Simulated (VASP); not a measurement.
# Br (Pm-3m) in VASP: further runs

The runs below take Br through single point, with r2SCAN.

All numbers are computed with VASP 6.6.1; they aren't measurements. Logs are shortened: lines on timing, memory, paths and dates and some standing lists are left out, and cuts for length are marked.

**1. The cell of the first run**

It takes space group Pm-3m (No. 221, cubic). The conventional cell has a = 3.079 Å, b = 3.079 Å, c = 3.079 Å, α = 90.00°, β = 90.00°, γ = 90.00°. Within 4.1 Å of Br (site symmetry m-3m) lie 6 Br at 3.08 Å.

**2. Single point, r2SCAN**

The input, POSCAR:

```
Br
1.0
    3.0785035984      0.0000000000      0.0000000000
    0.0000000000      3.0785035984      0.0000000000
    0.0000000000      0.0000000000      3.0785035984
Br
1
Direct
    0.0000000000      0.0000000000      0.0000000000
```

The input, INCAR.step1:

```
SYSTEM = Br
PREC = Accurate
ENCUT = 520
ISMEAR = 0
SIGMA = 0.1
LREAL = .FALSE.
LASPH = .TRUE.
NELM = 60
NBANDS = 10
GGA = PE
ALGO = Normal
EDIFF = 1E-4
LWAVE = .TRUE.
LCHARG = .FALSE.
```

The input, INCAR.step2:

```
SYSTEM = Br
PREC = Accurate
ENCUT = 520
EDIFF = 1E-7
ISMEAR = 0
SIGMA = 0.1
LREAL = .FALSE.
LASPH = .TRUE.
NELM = 60
ALGO = Normal
ISIF = 2
LWAVE = .FALSE.
LCHARG = .TRUE.
METAGGA = R2SCAN
LMIXTAU = .TRUE.
LELF = .TRUE.
LVHAR = .TRUE.
NBANDS = 10
ISTART = 1
```

The input, KPOINTS:

```
regular mesh
0
G
  14 14 14
  0 0 0
```

Potentials or basis: VASP PAW PBE potentials, release 64 (Br).

Started as:

```
$ cat potpaw_PBE.64/Br/POTCAR > POTCAR
$ cp INCAR.step1 INCAR
$ mpirun -np 1 vasp_std > vasp.out
$ cp INCAR.step2 INCAR
$ mpirun -np 1 vasp_std > vasp.out
```

OUTCAR:

```text
SYSTEM = Br
   PREC = Accurate
   ENCUT = 520
   EDIFF = 1E-7
   ISMEAR = 0
   LREAL = .FALSE.
   LASPH = .TRUE.
   NELM = 60
   ISIF = 2
   METAGGA = R2SCAN
   ISTART = 1

 ion  position               nearest neighbor table
   1  0.000  0.000  0.000-

  LATTYP: Found a simple cubic cell.
 ALAT       =     3.0785035984

  Lattice vectors:

 A1 = (   3.0785035984,   0.0000000000,   0.0000000000)
 A2 = (   0.0000000000,   3.0785035984,   0.0000000000)
 A3 = (   0.0000000000,   0.0000000000,   3.0785035984)

Analysis of symmetry for initial positions (statically):
=====================================================================
 Subroutine PRICEL returns:
 Original cell was already a primitive cell.

 Routine SETGRP: Setting up the symmetry group for a
 simple cubic supercell.

 Subroutine GETGRP returns: Found 48 space group operations
 (whereof 48 operations were pure point group operations)
 out of a pool of 48 trial point group operations.

The static configuration has the point symmetry O_h .

Analysis of symmetry for dynamics (positions and initial velocities):
=====================================================================
 Subroutine PRICEL returns:
 Original cell was already a primitive cell.

 Routine SETGRP: Setting up the symmetry group for a
 simple cubic supercell.

 Subroutine GETGRP returns: Found 48 space group operations
 (whereof 48 operations were pure point group operations)
 out of a pool of 48 trial point group operations.

The dynamic configuration has the point symmetry O_h .

 Subroutine INISYM returns: Found 48 space group operations
 (whereof 48 operations are pure point group operations),
 and found     1 'primitive' translations

----------------------------------------------------------------------------------------

                                     Primitive cell

  volume of cell :      29.1755

  direct lattice vectors                    reciprocal lattice vectors
     3.078503598  0.000000000  0.000000000     0.324833143  0.000000000  0.000000000
     0.000000000  3.078503598  0.000000000     0.000000000  0.324833143  0.000000000
     0.000000000  0.000000000  3.078503598     0.000000000  0.000000000  0.324833143

  length of vectors
     3.078503598  3.078503598  3.078503598     0.324833143  0.324833143  0.324833143

  position of ions in fractional coordinates (direct lattice)
     0.000000000  0.000000000  0.000000000

  ion indices of the primitive-cell ions
   primitive index   ion index
                 1           1

----------------------------------------------------------------------------------------

 KPOINTS: regular mesh

Automatic generation of k-mesh.
 Grid dimensions read from file:
 generate k-points for:   14   14   14

 Generating k-lattice:

  Cartesian coordinates                     Fractional coordinates (reciprocal lattice)
     0.023202367  0.000000000  0.000000000     0.071428571  0.000000000  0.000000000
     0.000000000  0.023202367  0.000000000     0.000000000  0.071428571  0.000000000
     0.000000000  0.000000000  0.023202367     0.000000000  0.000000000  0.071428571

  Length of vectors
     0.023202367  0.023202367  0.023202367

  Shift w.r.t. Gamma in fractional coordinates (k-lattice)
     0.000000000  0.000000000  0.000000000

 Subroutine IBZKPT returns following result:
 ===========================================

 Found    120 irreducible k-points:

 Following reciprocal coordinates:
            Coordinates               Weight
  0.000000  0.000000  0.000000      1.000000
  0.071429  0.000000  0.000000      6.000000
  0.142857  0.000000  0.000000      6.000000
  0.214286  0.000000  0.000000      6.000000
  0.285714  0.000000  0.000000      6.000000
  0.357143  0.000000  0.000000      6.000000
[... 16 lines left out ...]
  0.285714  0.214286  0.000000     24.000000
  0.357143  0.214286  0.000000     24.000000
 [... further k-points ...]
   k-points           NKPTS =    120   k-points in BZ     NKDIM =    120   number of bands    NBANDS=     10
   number of dos      NEDOS =    301   number of ions     NIONS =      1
   total plane-waves  NPLWV =  13824
   dimension x,y,z NGX =    24 NGY =   24 NGZ =   24
   dimension x,y,z NGXF=    48 NGYF=   48 NGZF=   48
   ions per type =               1
   NGX,Y,Z   is equivalent  to a cutoff of  12.96, 12.96, 12.96 a.u.
   NGXF,Y,Z  is equivalent  to a cutoff of  25.92, 25.92, 25.92 a.u.
 SYSTEM =  Br
   PREC   = accura    normal or accurate (medium, high low for compatibility)
   ISTART =      1    job   : 0-new  1-cont  2-samecut
   ICHARG =      0    charge: 1-file 2-atom 10-const
   ISPIN  =      1    spin polarized calculation?
   LNONCOLLINEAR =      F non collinear calculations
   LSORBIT =      F    spin-orbit coupling
   LASPH  =      T    aspherical Exc in radial PAW
   ENCUT  =  520.0 eV  38.22 Ry    6.18 a.u.   5.72  5.72  5.72*2*pi/ulx,y,z
   NELM   =     60;   NELMIN=  2; NELMDL=  0     # of ELM steps
   EDIFF  = 0.1E-06   stopping-criterion for ELM
   LREAL  =      F    real-space projection
   EDIFFG = 0.1E-05   stopping-criterion for IOM
   NSW    =      0    number of steps for IOM
   IBRION =     -1    ionic relax: 0-MD 1-quasi-New 2-CG
   NFREE  =      0    steps in history (QN), initial steepest desc. (CG)
   ISIF   =      2    stress and relaxation
   ISYM   =      2    0-nonsym 1-usesym 2-fastsym
   POTIM  = 0.5000    time-step for ionic-motion
   TEBEG  =    0.0;   TEEND  =   0.0 temperature during run
   PSTRESS=    0.0 pullay stress
   NELECT =       7.0000    total number of electrons
   NUPDOWN=      -1.0000    fix difference up-down
   EMIN   =  10.00;   EMAX   =-10.00  energy-range for DOS
   EFERMI =   0.00;   METHOD = LEGACY
   ISMEAR =     0;   SIGMA  =   0.10  broadening in eV -4-tet -1-fermi 0-gaus
   EFERMI_NEDOS =   21; number of points for ismear=-14 and -15
   IALGO  =     38    algorithm
   IMIX   =      4    mixing-type and parameters
     AMIX     =   0.40;   BMIX     =  1.00
     AMIX_MAG =   1.60;   BMIX_MAG =  1.00
  volume/ion in A,a.u.               =      29.18       196.89
  Fermi-wavevector in a.u.,A,eV,Ry     =   1.017266  1.922354 14.079717  1.034830
  Thomas-Fermi vector in A             =   2.150657
   LORBIT       =      0    0 simple, 1 ext, 2 COOP (PROOUT), +10 PAW based schemes
   METAGGA = R2SCAN    functional components
   LHFCALC =     F    Hartree Fock is set to
   AEXX    =    0.0000 exact exchange contribution
   IVDW    =     0    specifies the selected vdW correction
   LEPSILON=     F    determine dielectric tensor
   LRPA    =     F    only Hartree local field effects (RPA)
 non-spin polarized calculation
 Gauss-broadening in eV      SIGMA  =   0.10
  energy-cutoff  :      520.00
  volume of cell :       29.18
 maximum number of plane-waves:       840
 NGX is ok and might be reduce to    24
   NGX = 11   NGY = 11   NGZ = 11

 number of electron       7.0000002 magnetization

 Free energy of the ion-electron system (eV)
  ---------------------------------------------------
  ext. energy  EPLUGINS =         0.00000000
  ---------------------------------------------------
  free energy    TOTEN  =       -12.75290621 eV

  energy without entropy =      -12.74641725  energy(sigma->0) =      -12.74966173

 E-fermi :   0.9338     XC(G=0):  -9.1600

 val. band max:        0.9199618540   @ k =   0.1429   0.0714   0.0000
 cond. band min:       0.9369791508   @ k =   0.2857   0.1429   0.0714
 fundamental gap:      0.0170172968
 Fermi energy:         0.9337882904

 k-point     1 :       0.0000    0.0000    0.0000
  band No.  band energies     occupation
      1     -15.4031      2.00000
      2       0.7728      1.97723
      3       0.7728      1.97723
      4       0.7728      1.97723
      5       8.0345      0.00000
      6      10.4708      0.00000
      7      10.4708      0.00000
      8      21.6289      0.00000
      9      21.6289      0.00000
     10      21.6289      0.00000

 k-point     2 :       0.0714    0.0000    0.0000
  band No.  band energies     occupation
      1     -15.3623      2.00000
      2       0.3858      2.00000
      3       0.8032      1.93529
      4       0.8032      1.93529
      5       8.2582      0.00000
      6      10.5299      0.00000
      7      10.8428      0.00000
      8      20.6573      0.00000
      9      20.6573      0.00000
     10      21.6697      0.00000

 k-point     3 :       0.1429    0.0000    0.0000
  band No.  band energies     occupation
      1     -15.2446      2.00000
      2      -0.5413      2.00000
      3       0.8900      1.46445
      4       0.8900      1.46445
      5       8.7144      0.00000
      6      10.7034      0.00000
      7      11.9028      0.00000
      8      19.2221      0.00000
      9      19.2221      0.00000
     10      21.3175      0.00000

 k-point     4 :       0.2143    0.0000    0.0000
  band No.  band energies     occupation
      1     -15.0652      2.00000
      2      -1.6420      2.00000
      3       1.0198      0.22368
      4       1.0198      0.22368
      5       9.2243      0.00000
      6      10.9773      0.00000
      7      13.2887      0.00000
      8      17.8838      0.00000
      9      17.8838      0.00000
     10      20.2890      0.00000

 k-point     5 :       0.2857    0.0000    0.0000
  band No.  band energies     occupation
      1     -14.8509      2.00000
      2      -2.6824      2.00000
      3       1.1707      0.00081
      4       1.1707      0.00081
      5       9.7992      0.00000
      6      11.3230      0.00000
      7      14.2527      0.00000
      8      16.7551      0.00000
      9      16.7551      0.00000
     10      20.1653      0.00000

 k-point     6 :       0.3571    0.0000    0.0000
  band No.  band energies     occupation
      1     -14.6416      2.00000
      2      -3.5246      2.00000
      3       1.3134      0.00000
      4       1.3134      0.00000
      5      10.4537      0.00000
      6      11.6871      0.00000
      7      14.1844      0.00000
      8      15.8990      0.00000
      9      15.8990      0.00000
     10      19.9813      0.00000
[... 183 lines left out ...]
 k-point    21 :       0.5000    0.1429    0.0000
  band No.  band energies     occupation
      1     -14.2758      2.00000
      2      -4.0896      2.00000
      3       0.3094      2.00000
      4       1.5601      0.00000
      5      11.0208      0.00000
      6      12.0340      0.00000
      7      13.6398      0.00000
      8      15.4131      0.00000
      9      15.8662      0.00000
     10      20.7147      0.00000

 k-point    22 :       0.2143    0.2143    0.0000
  band No.  band energies     occupation
      1     -14.7315      2.00000
      2      -1.4140      2.00000
      3      -1.2060      2.00000
      4       1.2591      0.00000
      5      10.1831      0.00000
      6      12.1524      0.00000
      7      14.4866      0.00000
      8      15.5760      0.00000
      9      17.8871      0.00000
     10      19.0054      0.00000

 k-point    23 :       0.2857    0.2143    0.0000
  band No.  band energies     occupation
      1     -14.5203      2.00000
      2      -2.3380      2.00000
      3      -1.0945      2.00000
      4       1.4047      0.00000
      5      10.3264      0.00000
      6      11.9041      0.00000
      7      14.9820      0.00000
      8      16.3018      0.00000
      9      17.1465      0.00000
     10      18.9194      0.00000

 k-point    24 :       0.3571    0.2143    0.0000
  band No.  band energies     occupation
      1     -14.3142      2.00000
      2      -3.1620      2.00000
      3      -0.8978      2.00000
      4       1.5422      0.00000
      5      10.1031      0.00000
      6      11.9480      0.00000
      7      15.1317      0.00000
      8      16.3721      0.00000
      9      16.7677      0.00000
     10      19.1440      0.00000

 [... further k-points ...]

------------------------ aborting loop because EDIFF is reached ----------------------------------------

  FORCE on cell =-STRESS in cart. coord.  units (eV):
  Direction    XX          YY          ZZ          XY          YZ          ZX
  --------------------------------------------------------------------------------------
  -------------------------------------------------------------------------------------
  Total       -0.0072047     -0.0072047     -0.0072047     -0.0000000      0.0000000     -0.0000000
  in kB       -0.3956474     -0.3956474     -0.3956474     -0.0000000      0.0000000     -0.0000000
  external PRESSURE =      -0.3956474 kB  Pullay stress =       0.0000000 kB

 VOLUME and BASIS-vectors are now :
 -----------------------------------------------------------------------------
  energy-cutoff  :      520.00
  volume of cell :       29.18
      direct lattice vectors                 reciprocal lattice vectors
     3.078503598  0.000000000  0.000000000     0.324833143  0.000000000  0.000000000
     0.000000000  3.078503598  0.000000000     0.000000000  0.324833143  0.000000000
     0.000000000  0.000000000  3.078503598     0.000000000  0.000000000  0.324833143

 POSITION                                       TOTAL-FORCE (eV/Angst)
 -----------------------------------------------------------------------------------
      0.00000      0.00000      0.00000         0.000000      0.000000      0.000000
 -----------------------------------------------------------------------------------
    total drift:                                0.000000      0.000000     -0.000000

  FREE ENERGIE OF THE ION-ELECTRON SYSTEM (eV)
  ---------------------------------------------------
  free  energy   TOTEN  =       -12.7529062127 eV

  energy  without entropy=      -12.7464172465  energy(sigma->0) =      -12.74966173
```

Run time: 1.9 min. Hardware: 1 thread of AMD EPYC 7R13, shared host; peak memory 0.13 GiB.

Results:

```
Free energy            : -12.7529 eV
Pressure               : 0.0 GPa
Band gap on the k mesh : zero (an odd number of electrons rules out a gap without spin polarisation)
```

Levels at points of the mesh, in eV from the Fermi level:
| k point | band 1 | band 2 | band 3 | band 4 | band 5 | band 6 | band 7 | band 8 |
| --- | --- | --- | --- | --- | --- | --- | --- | --- |
| (0.00, 0.00, 0.00) | -16.34 | -0.16 | -0.16 | -0.16 | 7.10 | 9.54 | 9.54 | 20.70 |
| (0.50, 0.00, 0.00) | -15.36 | -5.20 | 0.52 | 0.52 | 10.61 | 11.16 | 12.18 | 14.25 |
| (0.50, 0.50, 0.00) | -14.43 | -4.10 | -4.10 | 1.13 | 5.68 | 12.83 | 15.88 | 15.88 |
| (0.50, 0.50, 0.50) | -13.54 | -3.16 | -3.16 | -3.16 | 8.10 | 8.10 | 8.10 | 11.97 |

Caveat: the PAW data sets were made with another functional, which shifts forces and pressure a little; an odd number of electrons without spin polarisation forces a metal; a magnetic or distorted state may lie lower.

**3. Single point, r2SCAN**

POSCAR is that of step 2.

The input, INCAR.step1:

```
ALGO     = Normal         # electronic algorithm
EDIFF    = 1E-4           # SCF threshold, eV
ENCUT    = 520            # plane-wave cutoff, eV
GGA      = PE             # functional
ISMEAR   = 0              # smearing method
LASPH    = True           # aspherical terms in the spheres
LCHARG   = False          # write CHGCAR
LREAL    = False          # projectors in reciprocal space
LWAVE    = True           # write WAVECAR
NBANDS   = 10             # bands
NELM     = 100            # most SCF steps
PREC     = Accurate       # precision mode
SIGMA    = 0.1            # smearing width, eV
```

The input, INCAR.step2:

```
ALGO     = Normal         # electronic algorithm
EDIFF    = 1E-6           # SCF threshold, eV
ENCUT    = 520            # plane-wave cutoff, eV
ISIF     = 2              # what is computed and relaxed
ISMEAR   = 0              # smearing method
ISTART   = 1            
LASPH    = True           # aspherical terms in the spheres
LCHARG   = False          # write CHGCAR
LMIXTAU  = True         
LREAL    = False          # projectors in reciprocal space
LWAVE    = False          # write WAVECAR
METAGGA  = R2SCAN         # meta-GGA
NBANDS   = 10             # bands
NELM     = 100            # most SCF steps
PREC     = Accurate       # precision mode
SIGMA    = 0.1            # smearing width, eV
```

The input, KPOINTS:

```
k-points
0
Gamma
  14 14 14
```

Potentials or basis: VASP PAW PBE potentials, release 64 (Br).

Started as:

```
$ cat potpaw_PBE.64/Br/POTCAR > POTCAR
$ cp INCAR.step1 INCAR
$ mpirun -np 1 vasp_std > vasp.out
$ cp INCAR.step2 INCAR
$ mpirun -np 1 vasp_std > vasp.out
```

OUTCAR:

```text
EDIFF = 1E-6
   ENCUT = 520
   ISIF = 2
   ISMEAR = 0
   ISTART = 1
   LASPH = True
   LREAL = False
   METAGGA = R2SCAN
   NELM = 100
   PREC = Accurate

 ion  position               nearest neighbor table
   1  0.000  0.000  0.000-

  LATTYP: Found a simple cubic cell.
 ALAT       =     3.0785035984

  Lattice vectors:

 A1 = (   3.0785035984,   0.0000000000,   0.0000000000)
 A2 = (   0.0000000000,   3.0785035984,   0.0000000000)
 A3 = (   0.0000000000,   0.0000000000,   3.0785035984)

[... 489 lines left out ...]
      9      16.7676      0.00000
     10      19.1440      0.00000

 [... further k-points ...]

------------------------ aborting loop because EDIFF is reached ----------------------------------------

  FORCE on cell =-STRESS in cart. coord.  units (eV):
  Direction    XX          YY          ZZ          XY          YZ          ZX
  --------------------------------------------------------------------------------------
  -------------------------------------------------------------------------------------
  Total       -0.0070384     -0.0070384     -0.0070384     -0.0000000     -0.0000000      0.0000000
  in kB       -0.3865167     -0.3865167     -0.3865167     -0.0000000     -0.0000000      0.0000000
  external PRESSURE =      -0.3865167 kB  Pullay stress =       0.0000000 kB

 VOLUME and BASIS-vectors are now :
 -----------------------------------------------------------------------------
  energy-cutoff  :      520.00
  volume of cell :       29.18
      direct lattice vectors                 reciprocal lattice vectors
     3.078503598  0.000000000  0.000000000     0.324833143  0.000000000  0.000000000
     0.000000000  3.078503598  0.000000000     0.000000000  0.324833143  0.000000000
     0.000000000  0.000000000  3.078503598     0.000000000  0.000000000  0.324833143

 POSITION                                       TOTAL-FORCE (eV/Angst)
 -----------------------------------------------------------------------------------
      0.00000      0.00000      0.00000         0.000000      0.000000      0.000000
 -----------------------------------------------------------------------------------
    total drift:                                0.000000      0.000000      0.000000

  FREE ENERGIE OF THE ION-ELECTRON SYSTEM (eV)
  ---------------------------------------------------
  free  energy   TOTEN  =       -12.7529062079 eV

  energy  without entropy=      -12.7464172430  energy(sigma->0) =      -12.74966173
```

OUTCAR.step1:

```text
EDIFF = 1E-4
   ENCUT = 520
   GGA = PE
   ISMEAR = 0
   LASPH = True
   LREAL = False
[... 527 lines left out ...]

 POSITION                                       TOTAL-FORCE (eV/Angst)
 -----------------------------------------------------------------------------------
      0.00000      0.00000      0.00000         0.000000      0.000000      0.000000
 -----------------------------------------------------------------------------------
    total drift:                               -0.000000      0.000000      0.000000

  FREE ENERGIE OF THE ION-ELECTRON SYSTEM (eV)
  ---------------------------------------------------
  free  energy   TOTEN  =        -1.2080138364 eV

  energy  without entropy=       -1.2013465953  energy(sigma->0) =       -1.20468022
```

Run time: 1.7 min. Hardware: 1 thread of AMD EPYC 7R13, shared host; peak memory 0.13 GiB.

What came out:

```yaml
Free_energy: -12.7529 eV
Pressure: 0.0 GPa
Band_gap_on_the_k_mesh: zero (an odd number of electrons rules out a gap without spin polarisation)
```

Caveat: the PAW data sets were made with another functional, which shifts forces and pressure a little; an odd number of electrons without spin polarisation forces a metal; a magnetic or distorted state may lie lower.
